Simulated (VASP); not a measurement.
# HgTe (Fm-3m) in VASP: density of states with PBE+D3(BJ)

Aim: the density of states of HgTe with PBE+D3(BJ).

Program: VASP 6.6.1. These are calculated values, not measurements. Logs are shortened: lines on timing, memory, paths and dates and some standing lists are left out, and cuts for length are marked.

## Step 1: The cell of the first run

It takes space group Fm-3m (No. 225, cubic). The conventional cell has a = 6.040 Å, b = 6.040 Å, c = 6.040 Å, α = 90.00°, β = 90.00°, γ = 90.00°. Within 4.0 Å of Hg (site symmetry m-3m) lie 6 Te at 3.02 Å. Te (site symmetry m-3m) has 6 Hg at 3.02 Å within 4.0 Å.

## Step 2: Density of states, PBE+D3(BJ)

The input, POSCAR:

```
HgTe
1.0
    0.0000000000      3.0198426119      3.0198426119
    3.0198426119      0.0000000000      3.0198426119
    3.0198426119      3.0198426119      0.0000000000
Hg Te
1 1
Direct
    0.0000000000      0.0000000000      0.0000000000
    0.5000000000      0.5000000000      0.5000000000
```

The input, INCAR.step1:

```
SYSTEM = HgTe
PREC = Accurate
ENCUT = 520
EDIFF = 1E-7
ISMEAR = 0
SIGMA = 0.1
LREAL = .FALSE.
LASPH = .TRUE.
NELM = 100
ALGO = Normal
ISIF = 2
LWAVE = .FALSE.
LCHARG = .TRUE.
GGA = PE
IVDW = 12
NBANDS = 16
```

The input, KPOINTS.step1:

```
regular mesh
0
G
  12 12 12
  0 0 0
```

The input, INCAR.step2:

```
SYSTEM = HgTe
PREC = Accurate
ENCUT = 520
EDIFF = 1E-7
ISMEAR = -5
SIGMA = 0.1
LREAL = .FALSE.
LASPH = .TRUE.
NELM = 100
ALGO = Normal
ISIF = 2
LWAVE = .FALSE.
LCHARG = .FALSE.
GGA = PE
IVDW = 12
LORBIT = 11
NEDOS = 1001
ICHARG = 11
```

The input, KPOINTS.step2:

```
regular mesh
0
G
  18 18 18
  0 0 0
```

Potentials or basis: VASP PAW PBE potentials, release 64 (Hg, Te).

The run is started by

```bash
$ cat potpaw_PBE.64/Hg/POTCAR potpaw_PBE.64/Te/POTCAR > POTCAR
$ cp INCAR.step1 INCAR
$ cp KPOINTS.step1 KPOINTS
$ mpirun -np 1 vasp_std > vasp.out
$ cp INCAR.step2 INCAR
$ cp KPOINTS.step2 KPOINTS
$ mpirun -np 1 vasp_std > vasp.out
```

OUTCAR:

```text
SYSTEM = HgTe
   PREC = Accurate
   ENCUT = 520
   EDIFF = 1E-7
   ISMEAR = -5
   LREAL = .FALSE.
   LASPH = .TRUE.
   NELM = 100
   ISIF = 2
   GGA = PE
   IVDW = 12
   LORBIT = 11
   ICHARG = 11
 IVDW          = 12

 ion  position               nearest neighbor table
   1  0.000  0.000  0.000-   2 3.02   2 3.02   2 3.02   2 3.02   2 3.02   2 3.02
   2  0.500  0.500  0.500-   1 3.02   1 3.02   1 3.02   1 3.02   1 3.02   1 3.02

  LATTYP: Found a face centered cubic cell.
 ALAT       =     6.0396852238

  Lattice vectors:

 A1 = (   0.0000000000,   3.0198426119,   3.0198426119)
 A2 = (   3.0198426119,   0.0000000000,   3.0198426119)
 A3 = (   3.0198426119,   3.0198426119,   0.0000000000)

Analysis of symmetry for initial positions (statically):
=====================================================================
 Subroutine PRICEL returns:
 Original cell was already a primitive cell.

 Routine SETGRP: Setting up the symmetry group for a
 face centered cubic supercell.

 Subroutine GETGRP returns: Found 48 space group operations
 (whereof 48 operations were pure point group operations)
 out of a pool of 48 trial point group operations.

The static configuration has the point symmetry O_h .

Analysis of symmetry for dynamics (positions and initial velocities):
=====================================================================
 Subroutine PRICEL returns:
 Original cell was already a primitive cell.

 Routine SETGRP: Setting up the symmetry group for a
 face centered cubic supercell.

 Subroutine GETGRP returns: Found 48 space group operations
 (whereof 48 operations were pure point group operations)
 out of a pool of 48 trial point group operations.

The dynamic configuration has the point symmetry O_h .

 Subroutine INISYM returns: Found 48 space group operations
 (whereof 48 operations are pure point group operations),
 and found     1 'primitive' translations

----------------------------------------------------------------------------------------

                                     Primitive cell

  volume of cell :      55.0786

  direct lattice vectors                    reciprocal lattice vectors
     0.000000000  3.019842612  3.019842612    -0.165571543  0.165571543  0.165571543
     3.019842612  0.000000000  3.019842612     0.165571543 -0.165571543  0.165571543
     3.019842612  3.019842612  0.000000000     0.165571543  0.165571543 -0.165571543

  length of vectors
     4.270702378  4.270702378  4.270702378     0.286778324  0.286778324  0.286778324

  position of ions in fractional coordinates (direct lattice)
     0.000000000  0.000000000  0.000000000
     0.500000000  0.500000000  0.500000000

  ion indices of the primitive-cell ions
   primitive index   ion index
                 1           1
                 2           2

----------------------------------------------------------------------------------------

 KPOINTS: regular mesh

Automatic generation of k-mesh.
 Grid dimensions read from file:
 generate k-points for:   18   18   18

 Generating k-lattice:

  Cartesian coordinates                     Fractional coordinates (reciprocal lattice)
    -0.009198419  0.009198419  0.009198419     0.055555556  0.000000000  0.000000000
     0.009198419 -0.009198419  0.009198419     0.000000000  0.055555556  0.000000000
     0.009198419  0.009198419 -0.009198419     0.000000000  0.000000000  0.055555556

  Length of vectors
     0.015932129  0.015932129  0.015932129

  Shift w.r.t. Gamma in fractional coordinates (k-lattice)
     0.000000000  0.000000000  0.000000000

 TETIRR: Found    806 inequivalent tetrahedra from    34992

 Subroutine IBZKPT returns following result:
 ===========================================

 Found    195 irreducible k-points:

 Following reciprocal coordinates:
            Coordinates               Weight
  0.000000  0.000000  0.000000      1.000000
  0.055556  0.000000  0.000000      8.000000
  0.111111  0.000000  0.000000      8.000000
  0.166667  0.000000  0.000000      8.000000
  0.222222  0.000000  0.000000      8.000000
  0.277778  0.000000  0.000000      8.000000
[... 16 lines left out ...]
 -0.277778  0.055556  0.000000     24.000000
 -0.222222  0.055556  0.000000     24.000000
 [... further k-points ...]
   k-points           NKPTS =    195   k-points in BZ     NKDIM =    195   number of bands    NBANDS=     13
   number of dos      NEDOS =   1001   number of ions     NIONS =      2
   total plane-waves  NPLWV =  32768
   dimension x,y,z NGX =    32 NGY =   32 NGZ =   32
   dimension x,y,z NGXF=    64 NGYF=   64 NGZF=   64
   ions per type =               1   1
   NGX,Y,Z   is equivalent  to a cutoff of  12.46, 12.46, 12.46 a.u.
   NGXF,Y,Z  is equivalent  to a cutoff of  24.91, 24.91, 24.91 a.u.
 SYSTEM =  HgTe
   PREC   = accura    normal or accurate (medium, high low for compatibility)
   ISTART =      0    job   : 0-new  1-cont  2-samecut
   ICHARG =     11    charge: 1-file 2-atom 10-const
   ISPIN  =      1    spin polarized calculation?
   LNONCOLLINEAR =      F non collinear calculations
   LSORBIT =      F    spin-orbit coupling
   LASPH  =      T    aspherical Exc in radial PAW
   ENCUT  =  520.0 eV  38.22 Ry    6.18 a.u.   7.94  7.94  7.94*2*pi/ulx,y,z
   NELM   =    100;   NELMIN=  2; NELMDL=  0     # of ELM steps
   EDIFF  = 0.1E-06   stopping-criterion for ELM
   LREAL  =      F    real-space projection
   EDIFFG = 0.1E-05   stopping-criterion for IOM
   NSW    =      0    number of steps for IOM
   IBRION =     -1    ionic relax: 0-MD 1-quasi-New 2-CG
   NFREE  =      0    steps in history (QN), initial steepest desc. (CG)
   ISIF   =      2    stress and relaxation
   ISYM   =      2    0-nonsym 1-usesym 2-fastsym
   POTIM  = 0.5000    time-step for ionic-motion
   TEBEG  =    0.0;   TEEND  =   0.0 temperature during run
   PSTRESS=    0.0 pullay stress
   NELECT =      18.0000    total number of electrons
   NUPDOWN=      -1.0000    fix difference up-down
   EMIN   =  10.00;   EMAX   =-10.00  energy-range for DOS
   EFERMI =   0.00;   METHOD = LEGACY
   ISMEAR =    -5;   SIGMA  =   0.10  broadening in eV -4-tet -1-fermi 0-gaus
   EFERMI_NEDOS =   21; number of points for ismear=-14 and -15
   IALGO  =     38    algorithm
   IMIX   =      4    mixing-type and parameters
     AMIX     =   0.40;   BMIX     =  1.00
     AMIX_MAG =   1.60;   BMIX_MAG =  1.00
  volume/ion in A,a.u.               =      27.54       185.84
  Fermi-wavevector in a.u.,A,eV,Ry     =   1.127642  2.130935 17.300858  1.271577
  Thomas-Fermi vector in A             =   2.264329
   LORBIT       =     11    0 simple, 1 ext, 2 COOP (PROOUT), +10 PAW based schemes
   GGA     = PE    functional components
   LHFCALC =     F    Hartree Fock is set to
   AEXX    =    0.0000 exact exchange contribution
   IVDW    =    12    specifies the selected vdW correction
   LEPSILON=     F    determine dielectric tensor
   LRPA    =     F    only Hartree local field effects (RPA)
 non-spin polarized calculation
 Fermi weights with tetrahedron method with Bloechl corrections
  energy-cutoff  :      520.00
  volume of cell :       55.08
 maximum number of plane-waves:      1524

 number of electron      18.0000002 magnetization

 Free energy of the ion-electron system (eV)
  ---------------------------------------------------
  ext. energy  EPLUGINS =         0.00000000
  ---------------------------------------------------
  free energy    TOTEN  =        -3.32016744 eV

  energy without entropy =       -3.32016744  energy(sigma->0) =       -3.32016744

 E-fermi :   4.7234     XC(G=0): -10.0169

 val. band max:        4.7765269093   @ k =   0.5000   0.0556   0.0000
 cond. band min:       4.7233801327   @ k =   0.3333   0.0000   0.0000
 fundamental gap:     -0.0531467767
 Fermi energy:         4.7233868711

 k-point     1 :       0.0000    0.0000    0.0000
  band No.  band energies     occupation
      1      -7.5086      2.00000
      2      -2.0921      2.00000
      3      -2.0921      2.00000
      4      -2.0318      2.00000
      5      -2.0318      2.00000
      6      -2.0318      2.00000
      7       3.8961      2.00000
      8       3.9899      2.00000
      9       3.9899      2.00000
     10       3.9899      3.38183
     11      12.3837      0.00000
     12      12.3844      0.00000
     13      12.3855      0.00000

 k-point     2 :       0.0556    0.0000    0.0000
  band No.  band energies     occupation
      1      -7.4801      2.00000
      2      -2.1027      2.00000
      3      -2.1027      2.00000
      4      -2.0355      2.00000
      5      -2.0281      2.00000
      6      -2.0281      2.00000
      7       3.1339      2.00000
      8       4.0165      2.00000
      9       4.0165      2.00000
     10       4.7352      0.28572
     11      11.7604      0.00000
     12      12.1429      0.00000
     13      12.1429      0.00000

 k-point     3 :       0.1111    0.0000    0.0000
  band No.  band energies     occupation
      1      -7.3956      2.00000
      2      -2.1355      2.00000
      3      -2.1355      2.00000
      4      -2.0475      2.00000
      5      -2.0147      2.00000
      6      -2.0147      2.00000
      7       2.3342      2.00000
      8       4.0941      2.00000
      9       4.0941      2.00000
     10       5.4801      0.00000
     11      11.0220      0.00000
     12      11.6221      0.00000
     13      11.6221      0.00000
[... 305 lines left out ...]
 k-point    23 :      -0.2778    0.0556    0.0000
  band No.  band energies     occupation
      1      -6.7693      2.00000
      2      -2.3602      2.00000
      3      -2.3315      2.00000
      4      -2.1791      2.00000
      5      -1.9283      2.00000
      6      -1.9052      2.00000
      7       0.0614      2.00000
      8       4.1401      2.00000
      9       4.8473      0.09383
     10       7.3276      0.00000
     11       8.7713      0.00000
     12       9.4222      0.00000
     13      10.2847      0.00000

 k-point    24 :      -0.2222    0.0556    0.0000
  band No.  band energies     occupation
      1      -6.9888      2.00000
      2      -2.3017      2.00000
      3      -2.2596      2.00000
      4      -2.1169      2.00000
      5      -1.9598      2.00000
      6      -1.9372      2.00000
      7       0.6421      2.00000
      8       3.9985      2.00000
      9       4.6744      1.77658
     10       6.9926      0.00000
     11       9.3096      0.00000
     12       9.9285      0.00000
     13      10.5981      0.00000

 [... further k-points ...]

------------------------ aborting loop because EDIFF is reached ----------------------------------------

 Edisp (eV)   -0.91173

 E8    (eV) :    -0.4183

  FORCE on cell =-STRESS in cart. coord.  units (eV):
  Direction    XX          YY          ZZ          XY          YZ          ZX
  --------------------------------------------------------------------------------------
  -------------------------------------------------------------------------------------
  Total       0.02795     0.02795     0.02795     0.00000    -0.00000     0.00000
  in kB       0.81315     0.81315     0.81315     0.00000    -0.00000     0.00000
  external pressure =        0.81 kB  Pullay stress =        0.00 kB

 VOLUME and BASIS-vectors are now :
 -----------------------------------------------------------------------------
  energy-cutoff  :      520.00
  volume of cell :       55.08
      direct lattice vectors                 reciprocal lattice vectors
     0.000000000  3.019842612  3.019842612    -0.165571543  0.165571543  0.165571543
     3.019842612  0.000000000  3.019842612     0.165571543 -0.165571543  0.165571543
     3.019842612  3.019842612  0.000000000     0.165571543  0.165571543 -0.165571543

 POSITION                                       TOTAL-FORCE (eV/Angst)
 -----------------------------------------------------------------------------------
      0.00000      0.00000      0.00000         0.000000     -0.000000     -0.000000
      3.01984      3.01984      3.01984        -0.000000      0.000000      0.000000
 -----------------------------------------------------------------------------------
    total drift:                                0.000000     -0.000000     -0.000000

  FREE ENERGIE OF THE ION-ELECTRON SYSTEM (eV)
  ---------------------------------------------------
  free  energy   TOTEN  =        -4.2319004220 eV

  energy  without entropy=       -4.2319004220  energy(sigma->0) =       -4.23190042

 total charge

# of ion       s       p       d       tot
------------------------------------------
    1        0.775   0.331   9.343  10.449
    2        1.401   1.891   0.036   3.327
--------------------------------------------------
tot          2.176   2.221   9.379  13.776
```

Run time: 50 s. Hardware: 1 thread of Intel Xeon Platinum 8488C (Sapphire Rapids), shared host; peak memory 0.31 GiB.

Results:

```yaml
Valence_electrons_inside_the_program's_atomic_spheres: Hg 10.45; Te 3.33
Dispersion_energy_per_atom: -0.456 eV
```

Caveat: spin-orbit coupling is left out, which moves the levels of the heavy elements; pairwise dispersion overbinds metals, which lowers pressure and volume; tetrahedron occupations give inexact forces and stress in metals.
